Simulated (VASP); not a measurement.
**Al: relaxation of cell and atoms with LDA**

Crystal: Al.

```xyz
4
Lattice="2.8271 0.0000 0.0000 -1.4135 2.4483 0.0000 0.0000 0.0000 9.1860" Properties=species:S:1:pos:R:3 pbc="T T T"
Al    0.0000    0.0000    0.0000
Al    0.0000    1.6322    2.2965
Al    0.0000    0.0000    4.5930
Al    1.4135    0.8161    6.8895
```

| Quantity | Value |
| --- | --- |
| Program | VASP 6.6.1 |
| Task | relaxation of cell and atoms |
| Functional | LDA |
| Potentials or basis | VASP PAW LDA potentials, release 64 (Al) |
| Cutoff | 600 eV |
| k mesh | 18 × 18 × 6 |
| Occupations | gaussian, width 0.1 eV |
| Spin | no spin polarisation |
| Dipole correction | no |
| Further INCAR settings | ALGO = Fast; EDIFF = 1e-07; IBRION = 2; EDIFFG = -0.005; NSW = 100; ISIF = 3 |

- Relaxed volume: 15.88 Å³/atom
- Relaxed cell: a = 2.815 Å, b = 2.815 Å, c = 9.254 Å, α = 90.00°, β = 90.00°, γ = 120.00°
- Space group after relaxing (to 0.05 Å): P6_3/mmc (No. 194)
- Energy gained by relaxing: 0.4 meV/atom
- Ionic steps: 6
- Pressure after relaxing: 0.0 GPa
- Band gap on the k mesh: zero (band 6 reaches 12.10 eV, above the bottom of band 7 at 6.63 eV)

Step by step:
```tsv
step	energy change (eV)	largest force (eV/Å)	pressure (GPa)	volume (Å³)
1	0.0000	0.0000	-0.12	63.58
2	-0.0011	0.0000	0.03	63.48
3	-0.0016	0.0000	0.26	63.32
4	-0.0016	0.0000	0.21	63.35
5	-0.0017	0.0000	-0.07	63.56
6	-0.0017	0.0000	0.01	63.51
```

Final structure:
```yaml
crystal:
  lattice:
    - [2.81494, 0.00000, 0.00000]
    - [-1.40747, 2.43781, 0.00000]
    - [0.00000, 0.00000, 9.25433]
  atoms:
    - { symbol: Al, position: [0.00000, 0.00000, 0.00000] }
    - { symbol: Al, position: [0.33333, 0.66667, 0.25000] }
    - { symbol: Al, position: [0.00000, 0.00000, 0.50000] }
    - { symbol: Al, position: [0.66667, 0.33333, 0.75000] }
```

Levels at points of the mesh, in eV from the Fermi level:
| k point | band 4 | band 5 | band 6 | band 7 | band 8 | band 9 |
| --- | --- | --- | --- | --- | --- | --- |
| (0.00, 0.00, 0.00) | -4.73 | -4.52 | 3.38 | 3.39 | 10.97 | 10.97 |
| (0.50, 0.00, 0.00) | -3.92 | -3.36 | -3.28 | 0.84 | 1.29 | 1.30 |
| (0.00, 0.00, 0.50) | -7.54 | -0.96 | -0.96 | 8.29 | 8.29 | 11.29 |
| (0.50, 0.00, 0.50) | -4.85 | -1.88 | -1.88 | -1.21 | -1.21 | 4.60 |

Wall time 100 s on 1 thread of Intel(R) Xeon(R) 6975P-C (Granite Rapids) (shared host), peak memory 0.23 GiB.
